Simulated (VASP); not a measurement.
# MgB2 (I4/mcm) in VASP: further runs, part 2 of 2

VASP 6.6.1. The steps go on from the part before.

## Step 3: Relaxation of cell and atoms, PBE

Contents of INCAR:

```
SYSTEM = MgB2
  PREC = Accurate
  ENCUT = 600
  EDIFF = 1E-6
  ISMEAR = 0
  SIGMA = 0.1
  LREAL = .FALSE.
  LASPH = .TRUE.
  NELM = 80
  ALGO = Normal
  ISIF = 3
  LWAVE = .FALSE.
  LCHARG = .FALSE.
  GGA = PE
  IBRION = 2
  NSW = 90
  EDIFFG = -0.04
```

Contents of KPOINTS:

```
regular mesh
0
G
  6 6 6
  0 0 0
```

Contents of POSCAR:

```
MgB2
1.0
   -2.6683866200      2.6683866200      2.1425505500
    2.6683866200     -2.6683866200      2.1425505500
    2.6683866200      2.6683866200     -2.1425505500
Mg B
2 4
Direct
    0.7500000000      0.7500000000      0.0000000000
    0.2500000000      0.2500000000      0.0000000000
    0.3454360100      0.1545639900      0.5000000000
    0.1545639900      0.6545639900      0.8091279900
    0.8454360100      0.3454360100      0.1908720100
    0.6545639900      0.8454360100      0.5000000000
```

Potentials or basis: VASP PAW PBE potentials, release 64 (Mg, B).

Run with:

```console
$ cat potpaw_PBE.64/Mg/POTCAR potpaw_PBE.64/B/POTCAR > POTCAR
$ mpirun -np 1 vasp_std > vasp.out
```

OUTCAR:

```text
SYSTEM = MgB2
   PREC = Accurate
   ENCUT = 600
   EDIFF = 1E-6
   ISMEAR = 0
   LREAL = .FALSE.
   LASPH = .TRUE.
   NELM = 80
   ISIF = 3
   GGA = PE
   IBRION = 2
   NSW = 90
   EDIFFG = -0.04

 ion  position               nearest neighbor table
   1  0.750  0.750  0.000-   2 2.14   2 2.14   5 2.29   4 2.29   4 2.29   5 2.29   6 2.29   6 2.29
                             3 2.29   3 2.29
   2  0.250  0.250  0.000-   1 2.14   1 2.14   5 2.29   4 2.29   4 2.29   5 2.29   3 2.29   3 2.29
                             6 2.29   6 2.29
   3  0.345  0.155  0.500-   2 2.29   2 2.29   1 2.29   1 2.29
   4  0.155  0.655  0.809-   1 2.29   2 2.29   1 2.29   2 2.29
   5  0.845  0.345  0.191-   1 2.29   2 2.29   1 2.29   2 2.29
   6  0.655  0.845  0.500-   1 2.29   1 2.29   2 2.29   2 2.29

  LATTYP: Found a body centered tetragonal cell.
 ALAT       =     5.3367732400
 C/A-ratio  =     0.8029385749

  Lattice vectors:

 A1 = (  -2.6683866200,   2.6683866200,   2.1425505500)
 A2 = (   2.6683866200,  -2.6683866200,   2.1425505500)
 A3 = (   2.6683866200,   2.6683866200,  -2.1425505500)

Analysis of symmetry for initial positions (statically):
=====================================================================
 Subroutine PRICEL returns:
 Original cell was already a primitive cell.

 Routine SETGRP: Setting up the symmetry group for a
 body centered tetragonal supercell.

 Subroutine GETGRP returns: Found 16 space group operations
 (whereof  8 operations were pure point group operations)
 out of a pool of 16 trial point group operations.

The static configuration has the point symmetry C_4h.
 The point group associated with its full space group is D_4h.

Analysis of symmetry for dynamics (positions and initial velocities):
=====================================================================
 Subroutine PRICEL returns:
 Original cell was already a primitive cell.

 Routine SETGRP: Setting up the symmetry group for a
 body centered tetragonal supercell.

 Subroutine GETGRP returns: Found 16 space group operations
 (whereof  8 operations were pure point group operations)
 out of a pool of 16 trial point group operations.

The dynamic configuration has the point symmetry C_4h.
 The point group associated with its full space group is D_4h.

 Subroutine INISYM returns: Found 16 space group operations
 (whereof  8 operations are pure point group operations),
 and found     1 'primitive' translations

----------------------------------------------------------------------------------------

                                     Primitive cell

  volume of cell :      61.0223

  direct lattice vectors                    reciprocal lattice vectors
    -2.668386620  2.668386620  2.142550550     0.000000000  0.187379144  0.233366723
     2.668386620 -2.668386620  2.142550550     0.187379144  0.000000000  0.233366723
     2.668386620  2.668386620 -2.142550550     0.187379144  0.187379144  0.000000000

  length of vectors
     4.339481209  4.339481209  4.339481209     0.299284097  0.299284097  0.264994126

  position of ions in fractional coordinates (direct lattice)
     0.750000000  0.750000000  0.000000000
     0.250000000  0.250000000  0.000000000
     0.345436010  0.154563990  0.500000000
     0.154563990  0.654563990  0.809127990
     0.845436010  0.345436010  0.190872010
     0.654563990  0.845436010  0.500000000

  ion indices of the primitive-cell ions
   primitive index   ion index
                 1           1
                 2           2
[... 35 lines left out ...]
  0.333333 -0.000000  0.000000      8.000000
  0.500000 -0.000000  0.000000      4.000000
  0.166667  0.166667  0.000000      8.000000
  0.333333  0.166667  0.000000     16.000000
[... 16 lines left out ...]
 -0.333333 -0.333333  0.166667      8.000000
 -0.166667 -0.333333  0.166667      8.000000
 [... further k-points ...]
   k-points           NKPTS =     30   k-points in BZ     NKDIM =     30   number of bands    NBANDS=     12
   number of dos      NEDOS =    301   number of ions     NIONS =      6
   total plane-waves  NPLWV =  46656
   dimension x,y,z NGX =    36 NGY =   36 NGZ =   36
   dimension x,y,z NGXF=    72 NGYF=   72 NGZF=   72
   ions per type =               2   4
   NGX,Y,Z   is equivalent  to a cutoff of  13.79, 13.79, 13.79 a.u.
   NGXF,Y,Z  is equivalent  to a cutoff of  27.58, 27.58, 27.58 a.u.
 SYSTEM =  MgB2
   PREC   = accura    normal or accurate (medium, high low for compatibility)
   ISTART =      0    job   : 0-new  1-cont  2-samecut
   ICHARG =      2    charge: 1-file 2-atom 10-const
   ISPIN  =      1    spin polarized calculation?
   LNONCOLLINEAR =      F non collinear calculations
   LSORBIT =      F    spin-orbit coupling
   LASPH  =      T    aspherical Exc in radial PAW
   ENCUT  =  600.0 eV  44.10 Ry    6.64 a.u.   8.67  8.67  8.67*2*pi/ulx,y,z
   NELM   =     80;   NELMIN=  2; NELMDL= -5     # of ELM steps
   EDIFF  = 0.1E-05   stopping-criterion for ELM
   LREAL  =      F    real-space projection
   EDIFFG = -.4E-01   stopping-criterion for IOM
   NSW    =     90    number of steps for IOM
   IBRION =      2    ionic relax: 0-MD 1-quasi-New 2-CG
   NFREE  =      1    steps in history (QN), initial steepest desc. (CG)
   ISIF   =      3    stress and relaxation
   ISYM   =      2    0-nonsym 1-usesym 2-fastsym
   POTIM  = 0.5000    time-step for ionic-motion
   TEBEG  =    0.0;   TEEND  =   0.0 temperature during run
   PSTRESS=    0.0 pullay stress
   NELECT =      16.0000    total number of electrons
   NUPDOWN=      -1.0000    fix difference up-down
   EMIN   =  10.00;   EMAX   =-10.00  energy-range for DOS
   EFERMI =   0.00;   METHOD = LEGACY
   ISMEAR =     0;   SIGMA  =   0.10  broadening in eV -4-tet -1-fermi 0-gaus
   EFERMI_NEDOS =   21; number of points for ismear=-14 and -15
   IALGO  =     38    algorithm
   IMIX   =      4    mixing-type and parameters
     AMIX     =   0.40;   BMIX     =  1.00
     AMIX_MAG =   1.60;   BMIX_MAG =  1.00
  volume/ion in A,a.u.               =      10.17        68.63
  Fermi-wavevector in a.u.,A,eV,Ry     =   1.047817  1.980086 14.938105  1.097920
  Thomas-Fermi vector in A             =   2.182713
   LORBIT       =      0    0 simple, 1 ext, 2 COOP (PROOUT), +10 PAW based schemes
   GGA     = PE    functional components
   LHFCALC =     F    Hartree Fock is set to
   AEXX    =    0.0000 exact exchange contribution
   IVDW    =     0    specifies the selected vdW correction
   LEPSILON=     F    determine dielectric tensor
   LRPA    =     F    only Hartree local field effects (RPA)
 conjugate gradient relaxation of ions
 non-spin polarized calculation
 Gauss-broadening in eV      SIGMA  =   0.10
  energy-cutoff  :      600.00
  volume of cell :       61.02
 maximum number of plane-waves:      2049
 NGX is ok and might be reduce to    36
   NGX = 17   NGY = 17   NGZ = 17

--------------------------------------- Ionic step        1  -------------------------------------------

 number of electron      16.0000000 magnetization

 Free energy of the ion-electron system (eV)
  ---------------------------------------------------
  ext. energy  EPLUGINS =         0.00000000
  ---------------------------------------------------
  free energy    TOTEN  =       -16.86896984 eV

  energy without entropy =      -16.84301866  energy(sigma->0) =      -16.85599425

------------------------ aborting loop because EDIFF is reached ----------------------------------------

  FORCE on cell =-STRESS in cart. coord.  units (eV):
  Direction    XX          YY          ZZ          XY          YZ          ZX
  --------------------------------------------------------------------------------------
  -------------------------------------------------------------------------------------
  Total        5.1717800      5.1717800     17.1416946      0.0000000      0.0000000      0.0000000
  in kB      135.7882039    135.7882039    450.0655361      0.0000000      0.0000000      0.0000000
  external PRESSURE =     240.5473146 kB  Pullay stress =       0.0000000 kB
[... 830 lines left out ...]
      1      -6.5284      2.00000
      2      -4.1933      2.00000
      3      -1.1673      2.00000
      4      -0.9394      2.00000
      5       0.6226      2.00000
      6       1.4887      2.00000
      7       1.8807      2.00000
      8       2.1532      2.00000
      9       3.1716      2.00000
     10       4.0209      0.00000
     11       4.7585      0.00000
     12       6.1027      0.00000

 [... further k-points ...]

[... ionic steps 4 to 42 ...]

--------------------------------------- Ionic step       43  -------------------------------------------

 number of electron      16.0000000 magnetization

------------------------ aborting loop because EDIFF is reached ----------------------------------------
[... 75 lines left out ...]
--------------------------------------- Ionic step       45  -------------------------------------------

 number of electron      15.9999999 magnetization

 Free energy of the ion-electron system (eV)
  ---------------------------------------------------
  ext. energy  EPLUGINS =         0.00000000
  ---------------------------------------------------
  free energy    TOTEN  =       -24.47478333 eV

  energy without entropy =      -24.45773993  energy(sigma->0) =      -24.46626163

 E-fermi :   5.1138     XC(G=0): -10.6518

 val. band max:        5.0571476682   @ k =   0.3333   0.1667   0.0000
 cond. band min:       5.1293682258   @ k =  -0.3333   0.3333   0.1667
 fundamental gap:      0.0722205576
 Fermi energy:         5.1138440716
[... 393 lines left out ...]
  FREE ENERGIE OF THE ION-ELECTRON SYSTEM (eV)
  ---------------------------------------------------
  free  energy   TOTEN  =       -24.4747833274 eV

  energy  without entropy=      -24.4577399291  energy(sigma->0) =      -24.46626163

 reached required accuracy - stopping structural energy minimisation
```

Wall time 7.6 min (1 thread of AMD EPYC 9R45 (Zen 5), shared host); peak memory 0.21 GiB.

Results:

```
Free energy                           : -24.4748 eV
Relaxed volume                        : 10.51 Å³/atom
Relaxed cell                          : a = 4.803 Å, b = 4.803 Å, c = 4.803 Å, α = 130.23°, β = 130.23°, γ = 73.04°
Space group after relaxing (to 0.1 Å) : P4/mmm (No. 123)
Pressure after relaxing               : 0.0 GPa
Largest force after relaxing          : 0.014 eV/Å
Band gap on the k mesh                : zero (bands 8 and 9 overlap by 2.75 eV)
```

Forces on the atoms (eV/Å):
```
Mg   0.000  0.000  0.000
Mg   0.000  0.000  0.000
B    0.010 -0.010  0.000
B    0.010  0.010  0.000
B   -0.010 -0.010  0.000
B   -0.010  0.010  0.000
```

Stress tensor (GPa, compression positive):
```
-0.27  0.00  0.00
 0.00 -0.27  0.00
 0.00  0.00  0.57
```

Final structure:
```cif
data_structure
_symmetry_space_group_name_H-M 'P 1'
_symmetry_Int_Tables_number 1
_cell_length_a 4.8032
_cell_length_b 4.8032
_cell_length_c 4.8032
_cell_angle_alpha 130.232
_cell_angle_beta 130.232
_cell_angle_gamma 73.036
_cell_volume 63.07
loop_
_atom_site_label
_atom_site_type_symbol
_atom_site_fract_x
_atom_site_fract_y
_atom_site_fract_z
_atom_site_occupancy
Mg1 Mg 0.75000 0.75000 0.00000 1
Mg2 Mg 0.25000 0.25000 0.00000 1
B1 B 0.25063 0.24937 0.50000 1
B2 B 0.24937 0.74937 0.99873 1
B3 B 0.75063 0.25063 0.00127 1
B4 B 0.74937 0.75063 0.50000 1
```

Levels at points of the mesh, in eV from the Fermi level:
| k point | band 6 | band 7 | band 8 | band 9 | band 10 | band 11 |
| --- | --- | --- | --- | --- | --- | --- |
| (0.00, 0.00, 0.00) | -3.73 | -0.82 | -0.82 | -0.44 | -0.44 | -0.18 |
| (0.50, 0.00, 0.00) | -3.64 | -2.79 | -2.79 | 2.04 | 2.04 | 3.53 |
| (0.50, 0.50, 0.00) | -3.17 | -0.30 | -0.25 | 3.48 | 3.51 | 3.71 |
| (0.50, 0.50, 0.50) | -4.43 | -0.33 | -0.33 | 1.38 | 1.38 | 4.59 |

The gap in the log of VASP goes by the Fermi energy; the results here count the filled bands.